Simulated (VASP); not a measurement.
Write the native input for VASP 6.6.1 that does the following.

```
Task                   : single point
Functional             : PBEsol
Potentials or basis    : VASP PAW PBE potentials, release 64 (Si, Ge_d)
Cutoff                 : 520 eV
k mesh                 : 12 × 12 × 6
Occupations            : gaussian, width 0.03 eV
Spin                   : no spin polarisation
Dipole correction      : no
Further INCAR settings : ALGO = Normal; EDIFF = 1e-07; NBANDS = 26
```

The structure of SiGe lies in POSCAR:

```
SiGe
1.0
    3.7092287337      0.0000000000      0.0000000000
   -1.8546143668      3.2122863118      0.0000000000
    0.0000000000      0.0000000000      6.2895134250
Si Ge
2 2
Direct
    0.6666666667      0.3333333333      0.8746070000
    0.3333333333      0.6666666667      0.3746070000
    0.6666666667      0.3333333333      0.5003920000
    0.3333333333      0.6666666667      0.0003920000
```

This cell differs from its parent crystal: strain -0.050 along x and y, -0.025 along z.

These files were run (other wordings do the same):

INCAR

```
ALGO     = Normal         # electronic algorithm
EDIFF    = 1E-7           # SCF threshold, eV
ENCUT    = 520            # plane-wave cutoff, eV
GGA      = PS             # functional
ISIF     = 2              # what is computed and relaxed
ISMEAR   = 0              # smearing method
LASPH    = T              # aspherical terms in the spheres
LCHARG   = F              # write CHGCAR
LREAL    = F              # projectors in reciprocal space
LWAVE    = F              # write WAVECAR
NBANDS   = 26             # bands
NELM     = 100            # most SCF steps
PREC     = Accurate       # precision mode
SIGMA    = 0.03           # smearing width, eV
```

KPOINTS

```
k-points
0
Gamma
  12 12 6
```

Potentials or basis: VASP PAW PBE potentials, release 64 (Si, Ge_d).

Run with:

```console
$ cat potpaw_PBE.64/Si/POTCAR potpaw_PBE.64/Ge_d/POTCAR > POTCAR
$ mpirun -np 1 vasp_std > vasp.out
```

It gave:

```yaml
Pressure: 13.4 GPa
Largest_force: 0.472 eV/Å
Band_gap_on_the_k_mesh: 0.23 eV, indirect (least direct gap 1.06 eV)
```

Caveat: the cell differs from its parent crystal (strain -0.050 along x and y, -0.025 along z); the PAW data sets were made with another functional, which shifts forces and pressure a little.

Run time: 75 s on 1 thread of AMD EPYC 9R45 96-Core Processor (Zen 5), on a shared host, peak memory 0.23 GiB.
